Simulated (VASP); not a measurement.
# CoO (I4/mmm) in VASP: single point with PBE+U

Aim: the single point of CoO with PBE+U.

Everything below comes from runs of VASP 6.6.1. Logs are shortened: lines on timing, memory, paths and dates and some standing lists are left out, and cuts for length are marked.

## Step 1: The cell of the first run

The structure is tetragonal, space group I4/mmm (No. 139). The conventional cell has a = 3.016 Å, b = 3.016 Å, c = 4.214 Å, α = 90.00°, β = 90.00°, γ = 90.00°. Co (site symmetry 4/mmm) has 6 O at 2.11 to 2.13 Å within 2.8 Å. Within 2.8 Å of O (site symmetry 4/mmm) lie 6 Co at 2.11 to 2.13 Å.

## Step 2: Single point, PBE+U, collinear spin, ferromagnetic start

The input, INCAR:

```
SYSTEM = CoO
PREC = Accurate ; ENCUT = 600
EDIFF = 1E-6 ; ISMEAR = -1
SIGMA = 0.1 ; LREAL = .False.
LASPH = .True. ; NELM = 200
ALGO = Normal ; ISIF = 2
LWAVE = .False. ; LCHARG = .False.
ISPIN = 2 ; MAGMOM = 3.2 0
LORBIT = 11 ; LMAXMIX = 4
LDAU = .True. ; LDAUTYPE = 2
LDAUL = 2 -1 ; LDAUU = 4.5 0
LDAUJ = 0 0 ; LDAUPRINT = 1
GGA = PE ; NBANDS = 18
GGA_COMPAT = .False.
```

The input, KPOINTS:

```
Automatic mesh
0
Gamma
  11 11 11
  0 0 0
```

The input, POSCAR:

```
CoO
1.0
   -1.5080000000      1.5080000000      2.1072475000
    1.5080000000     -1.5080000000      2.1072475000
    1.5080000000      1.5080000000     -2.1072475000
Co O
1 1
Direct
    0.0000000000      0.0000000000      0.0000000000
    0.5000000000      0.5000000000      0.0000000000
```

Potentials or basis: VASP PAW PBE potentials, release 64 (Co, O).

Run with:

```console
$ cat potpaw_PBE.64/Co/POTCAR potpaw_PBE.64/O/POTCAR > POTCAR
$ mpirun -np 1 vasp_std > vasp.out
```

OUTCAR:

```text
SYSTEM = CoO
   PREC = Accurate
   ENCUT = 600
   EDIFF = 1E-6
   ISMEAR = -1
   LREAL = .False.
   LASPH = .True.
   NELM = 200
   ISIF = 2
   ISPIN = 2
   LORBIT = 11
   GGA = PE

 ion  position               nearest neighbor table
   1  0.000  0.000  0.000-   2 2.11   2 2.11   2 2.13   2 2.13   2 2.13   2 2.13
   2  0.500  0.500  0.000-   1 2.11   1 2.11   1 2.13   1 2.13   1 2.13   1 2.13

  LATTYP: Found a body centered tetragonal cell.
 ALAT       =     3.0160000000
 C/A-ratio  =     1.3973789788

  Lattice vectors:

 A1 = (  -1.5080000000,   1.5080000000,   2.1072475000)
 A2 = (   1.5080000000,  -1.5080000000,   2.1072475000)
 A3 = (   1.5080000000,   1.5080000000,  -2.1072475000)

Analysis of symmetry for initial positions (statically):
=====================================================================
 Subroutine PRICEL returns:
 Original cell was already a primitive cell.

 Routine SETGRP: Setting up the symmetry group for a
 body centered tetragonal supercell.

 Subroutine GETGRP returns: Found 16 space group operations
 (whereof 16 operations were pure point group operations)
 out of a pool of 16 trial point group operations.

The static configuration has the point symmetry D_4h.

Analysis of symmetry for dynamics (positions and initial velocities):
=====================================================================
 Subroutine PRICEL returns:
 Original cell was already a primitive cell.

 Routine SETGRP: Setting up the symmetry group for a
 body centered tetragonal supercell.

 Subroutine GETGRP returns: Found 16 space group operations
 (whereof 16 operations were pure point group operations)
 out of a pool of 16 trial point group operations.

The dynamic configuration has the point symmetry D_4h.

Analysis of structural, dynamic, and magnetic symmetry:
=====================================================================
 Subroutine PRICEL returns:
 Original cell was already a primitive cell.

 Routine SETGRP: Setting up the symmetry group for a
 body centered tetragonal supercell.

 Subroutine GETGRP returns: Found 16 space group operations
 (whereof 16 operations were pure point group operations)
 out of a pool of 16 trial point group operations.

The overall configuration has the point symmetry D_4h.

 Subroutine INISYM returns: Found 16 space group operations
 (whereof 16 operations are pure point group operations),
 and found     1 'primitive' translations

----------------------------------------------------------------------------------------

                                     Primitive cell

  volume of cell :      19.1681

  direct lattice vectors                    reciprocal lattice vectors
    -1.508000000  1.508000000  2.107247500     0.000000000  0.331564987  0.237276352
     1.508000000 -1.508000000  2.107247500     0.331564987  0.000000000  0.237276352
     1.508000000  1.508000000 -2.107247500     0.331564987  0.331564987  0.000000000

  length of vectors
     2.998102738  2.998102738  2.998102738     0.407719766  0.407719766  0.468903701

  position of ions in fractional coordinates (direct lattice)
     0.000000000  0.000000000  0.000000000
     0.500000000  0.500000000  0.000000000

  ion indices of the primitive-cell ions
   primitive index   ion index
                 1           1
                 2           2

----------------------------------------------------------------------------------------

 KPOINTS: Automatic mesh

Automatic generation of k-mesh.
 Grid dimensions read from file:
 generate k-points for:   11   11   11

 Generating k-lattice:

  Cartesian coordinates                     Fractional coordinates (reciprocal lattice)
     0.000000000  0.030142272  0.021570577     0.090909091  0.000000000 -0.000000000
     0.030142272  0.000000000  0.021570577     0.000000000  0.090909091 -0.000000000
     0.030142272  0.030142272  0.000000000     0.000000000  0.000000000  0.090909091

  Length of vectors
     0.037065433  0.037065433  0.042627609

  Shift w.r.t. Gamma in fractional coordinates (k-lattice)
     0.000000000  0.000000000  0.000000000

 Subroutine IBZKPT returns following result:
 ===========================================

 Found    126 irreducible k-points:

 Following reciprocal coordinates:
            Coordinates               Weight
  0.000000  0.000000  0.000000      1.000000
  0.090909  0.000000 -0.000000      8.000000
  0.181818  0.000000  0.000000      8.000000
  0.272727 -0.000000  0.000000      8.000000
  0.363636  0.000000 -0.000000      8.000000
  0.454545  0.000000 -0.000000      8.000000
[... 16 lines left out ...]
 -0.272727  0.181818 -0.000000     16.000000
 -0.181818  0.181818  0.000000      4.000000
 [... further k-points ...]
   k-points           NKPTS =    126   k-points in BZ     NKDIM =    126   number of bands    NBANDS=     18
   number of dos      NEDOS =    301   number of ions     NIONS =      2
   total plane-waves  NPLWV =  13824
   dimension x,y,z NGX =    24 NGY =   24 NGZ =   24
   dimension x,y,z NGXF=    48 NGYF=   48 NGZF=   48
   ions per type =               1   1
   NGX,Y,Z   is equivalent  to a cutoff of  13.31, 13.31, 13.31 a.u.
   NGXF,Y,Z  is equivalent  to a cutoff of  26.62, 26.62, 26.62 a.u.
 SYSTEM =  CoO
   PREC   = accura    normal or accurate (medium, high low for compatibility)
   ISTART =      0    job   : 0-new  1-cont  2-samecut
   ICHARG =      2    charge: 1-file 2-atom 10-const
   ISPIN  =      2    spin polarized calculation?
   LNONCOLLINEAR =      F non collinear calculations
   LSORBIT =      F    spin-orbit coupling
   LASPH  =      T    aspherical Exc in radial PAW
   ENCUT  =  600.0 eV  44.10 Ry    6.64 a.u.   5.99  5.99  5.99*2*pi/ulx,y,z
   NELM   =    200;   NELMIN=  2; NELMDL= -5     # of ELM steps
   EDIFF  = 0.1E-05   stopping-criterion for ELM
   LREAL  =      F    real-space projection
   EDIFFG = 0.1E-04   stopping-criterion for IOM
   NSW    =      0    number of steps for IOM
   IBRION =     -1    ionic relax: 0-MD 1-quasi-New 2-CG
   NFREE  =      0    steps in history (QN), initial steepest desc. (CG)
   ISIF   =      2    stress and relaxation
   ISYM   =      2    0-nonsym 1-usesym 2-fastsym
   POTIM  = 0.5000    time-step for ionic-motion
   TEBEG  =    0.0;   TEEND  =   0.0 temperature during run
   PSTRESS=    0.0 pullay stress
   NELECT =      15.0000    total number of electrons
   NUPDOWN=      -1.0000    fix difference up-down
   EMIN   =  10.00;   EMAX   =-10.00  energy-range for DOS
   EFERMI =   0.00;   METHOD = LEGACY
   ISMEAR =    -1;   SIGMA  =   0.10  broadening in eV -4-tet -1-fermi 0-gaus
   EFERMI_NEDOS =   21; number of points for ismear=-14 and -15
   IALGO  =     38    algorithm
   IMIX   =      4    mixing-type and parameters
     AMIX     =   0.40;   BMIX     =  1.00
     AMIX_MAG =   1.60;   BMIX_MAG =  1.00
  volume/ion in A,a.u.               =       9.58        64.68
  Fermi-wavevector in a.u.,A,eV,Ry     =   1.508618  2.850874 30.965869  2.275927
  Thomas-Fermi vector in A             =   2.619048
   LORBIT       =     11    0 simple, 1 ext, 2 COOP (PROOUT), +10 PAW based schemes
 LDA+U is selected, type is set to LDAUTYPE =  2
   angular momentum for each species LDAUL =     2   -1
   U (eV)           for each species LDAUU =   4.5  0.0
   J (eV)           for each species LDAUJ =   0.0  0.0
   GGA     = PE    functional components
   LHFCALC =     F    Hartree Fock is set to
   AEXX    =    0.0000 exact exchange contribution
   IVDW    =     0    specifies the selected vdW correction
   LEPSILON=     F    determine dielectric tensor
   LRPA    =     F    only Hartree local field effects (RPA)
 spin polarized calculation
  energy-cutoff  :      600.00
  volume of cell :       19.17
 maximum number of plane-waves:       653
   NGX = 11   NGY = 11   NGZ = 11

atom =   1  type =  1  l = 2

 onsite density matrix

spin component  1

  1.0166 -0.0000  0.0000 -0.0000  0.0000
 -0.0000  0.9733 -0.0000 -0.0000  0.0000
  0.0000 -0.0000  1.0206  0.0000  0.0000
 -0.0000 -0.0000  0.0000  0.9733 -0.0000
  0.0000  0.0000  0.0000 -0.0000  0.9708

spin component  2

  0.1130 -0.0000  0.0000  0.0000 -0.0000
 -0.0000  0.4963  0.0000  0.0000 -0.0000
  0.0000  0.0000  0.1374  0.0000 -0.0000
  0.0000  0.0000  0.0000  0.4963 -0.0000
 -0.0000 -0.0000 -0.0000 -0.0000  0.9649

 occupancies and eigenvectors

  o =  0.1130  v =  0.0000  0.0000  0.0000  0.0000  0.0000  1.0000  0.0000  0.0000  0.0000  0.0000      0.0000  0.0000  0.0000  0.0000  0.0000  0.0000  0.0000  0.0000  0.0000  0.0000
  o =  0.1374  v =  0.0000  0.0000  0.0000  0.0000  0.0000  0.0000  0.0000 -1.0000 -0.0000 -0.0000      0.0000  0.0000  0.0000  0.0000  0.0000  0.0000  0.0000  0.0000  0.0000  0.0000
  o =  0.4963  v =  0.0000  0.0000  0.0000  0.0000  0.0000  0.0000 -0.0125 -0.0000 -0.9999  0.0000      0.0000  0.0000  0.0000  0.0000  0.0000  0.0000  0.0000  0.0000  0.0000  0.0000
  o =  0.4963  v =  0.0000  0.0000  0.0000  0.0000  0.0000  0.0000 -0.9999 -0.0000  0.0125  0.0000      0.0000  0.0000  0.0000  0.0000  0.0000  0.0000  0.0000  0.0000  0.0000  0.0000
  o =  0.9649  v =  0.0000  0.0000  0.0000  0.0000  0.0000  0.0000  0.0000 -0.0000  0.0000  1.0000      0.0000  0.0000  0.0000  0.0000  0.0000  0.0000  0.0000  0.0000  0.0000  0.0000
  o =  0.9708  v =  0.0000  0.0000  0.0000 -0.0000 -1.0000  0.0000  0.0000  0.0000  0.0000  0.0000      0.0000  0.0000  0.0000  0.0000  0.0000  0.0000  0.0000  0.0000  0.0000  0.0000
  o =  0.9733  v =  0.0000  0.9872  0.0000 -0.1592  0.0000  0.0000  0.0000  0.0000  0.0000  0.0000      0.0000  0.0000  0.0000  0.0000  0.0000  0.0000  0.0000  0.0000  0.0000  0.0000
  o =  0.9733  v =  0.0000 -0.1592  0.0000 -0.9872  0.0000  0.0000  0.0000  0.0000  0.0000  0.0000      0.0000  0.0000  0.0000  0.0000  0.0000  0.0000  0.0000  0.0000  0.0000  0.0000
  o =  1.0166  v =  1.0000  0.0000  0.0000  0.0000  0.0000  0.0000  0.0000  0.0000  0.0000  0.0000      0.0000  0.0000  0.0000  0.0000  0.0000  0.0000  0.0000  0.0000  0.0000  0.0000
  o =  1.0206  v =  0.0000  0.0000 -1.0000 -0.0000 -0.0000  0.0000  0.0000  0.0000  0.0000  0.0000      0.0000  0.0000  0.0000  0.0000  0.0000  0.0000  0.0000  0.0000  0.0000  0.0000

 number of electron      15.0000006 magnetization       3.0003557

 Free energy of the ion-electron system (eV)
  ---------------------------------------------------
  ext. energy  EPLUGINS =         0.00000000
  ---------------------------------------------------
  free energy    TOTEN  =       -11.04272234 eV

  energy without entropy =      -10.97877533  energy(sigma->0) =      -11.01074883

 E-fermi :   7.7863     XC(G=0): -12.4252

 val. band max:        7.7814823787   @ k =   0.3636   0.0000  -0.0000
 cond. band min:       7.7873206736   @ k =   0.2727   0.2727   0.0909
 fundamental gap:      0.0058382949
 Fermi energy:         7.7862635791

 spin component 1

 k-point     1 :       0.0000    0.0000    0.0000
  band No.  band energies     occupation
      1     -11.9839      1.00000
      2       1.9073      1.00000
      3       2.3463      1.00000
      4       2.3474      1.00000
      5       2.3474      1.00000
      6       3.2780      1.00000
[... 10 lines left out ...]
     17      29.6552      0.00000
     18      30.7216      0.00000
[... 463 lines left out ...]
 k-point    24 :      -0.1818    0.1818    0.0000
  band No.  band energies     occupation
      1     -11.5794      1.00000
      2       0.9091      1.00000
      3       2.1235      1.00000
      4       2.1475      1.00000
      5       2.3302      1.00000
      6       3.1308      1.00000
[... 10 lines left out ...]
     17      32.8974      0.00000
     18      32.9494      0.00000

 [... further k-points ...]

 spin component 2

 k-point     1 :       0.0000    0.0000    0.0000
  band No.  band energies     occupation
      1     -11.6016      1.00000
      2       4.7719      1.00000
      3       5.5258      1.00000
      4       5.6290      1.00000
      5       5.6290      1.00000
      6       6.7908      0.99995
[... 10 lines left out ...]
     17      30.8701      0.00000
     18      34.9780      0.00000
[... 463 lines left out ...]
 k-point    24 :      -0.1818    0.1818    0.0000
  band No.  band energies     occupation
      1     -11.1714      1.00000
      2       3.4004      1.00000
      3       4.2502      1.00000
      4       4.7843      1.00000
      5       6.1983      1.00000
      6       6.4564      1.00000
[... 10 lines left out ...]
     17      34.7728      0.00000
     18      35.6701      0.00000

 [... further k-points ...]
[... 5 lines left out ...]
  --------------------------------------------------------------------------------------
  -------------------------------------------------------------------------------------
  Total        0.3579432      0.3579432     -0.5790020      0.0000000     -0.0000000      0.0000000
  in kB       29.9189565     29.9189565    -48.3963286      0.0000000     -0.0000000      0.0000000
  external PRESSURE =       3.8138615 kB  Pullay stress =       0.0000000 kB

 VOLUME and BASIS-vectors are now :
 -----------------------------------------------------------------------------
  energy-cutoff  :      600.00
  volume of cell :       19.17
      direct lattice vectors                 reciprocal lattice vectors
    -1.508000000  1.508000000  2.107247500     0.000000000  0.331564987  0.237276352
     1.508000000 -1.508000000  2.107247500     0.331564987  0.000000000  0.237276352
     1.508000000  1.508000000 -2.107247500     0.331564987  0.331564987  0.000000000

 POSITION                                       TOTAL-FORCE (eV/Angst)
 -----------------------------------------------------------------------------------
      0.00000      0.00000      0.00000         0.000000     -0.000000      0.000000
      0.00000      0.00000      2.10725        -0.000000      0.000000     -0.000000
 -----------------------------------------------------------------------------------
    total drift:                               -0.000000      0.000000     -0.000000

  FREE ENERGIE OF THE ION-ELECTRON SYSTEM (eV)
  ---------------------------------------------------
  free  energy   TOTEN  =       -11.0427223401 eV

  energy  without entropy=      -10.9787753289  energy(sigma->0) =      -11.01074883

 total charge

# of ion       s       p       d       tot
------------------------------------------
    1        0.303   0.372   7.138   7.814
    2        1.547   3.465   0.000   5.012
--------------------------------------------------
tot          1.851   3.837   7.138  12.826

 magnetization (x)

# of ion       s       p       d       tot
------------------------------------------
    1        0.020   0.018   2.744   2.782
    2        0.021   0.195   0.000   0.217
--------------------------------------------------
tot          0.042   0.213   2.744   2.999
```

Run time: 2.5 min. Hardware: 1 thread of AMD EPYC 7R43 (Zen 3), shared host; peak memory 0.17 GiB.

What came out:

```
Free energy                                           : -11.0427 eV
Pressure                                              : 0.4 GPa
Band gap on the k mesh                                : zero (filled and empty bands overlap)
Net moment                                            : 3.00 μB per cell
Site moments                                          : Co +2.78; O +0.22 μB
Valence electrons inside the program's atomic spheres : Co 7.81; O 5.01
```

Stress tensor (GPa, compression positive):
```
 2.99  0.00  0.00
 0.00  2.99  0.00
 0.00  0.00 -4.84
```

Eigenvalues of the final occupation matrices:
| site | spin | trace | eigenvalues |
| --- | --- | --- | --- |
| site 1 d | 1 | 4.95 | 0.97 0.97 0.97 1.02 1.02 |
| site 1 d | 2 | 2.21 | 0.11 0.14 0.50 0.50 0.96 |

Caveat: a cell with one magnetic atom can't hold antiferromagnetic order, which such compounds often take.
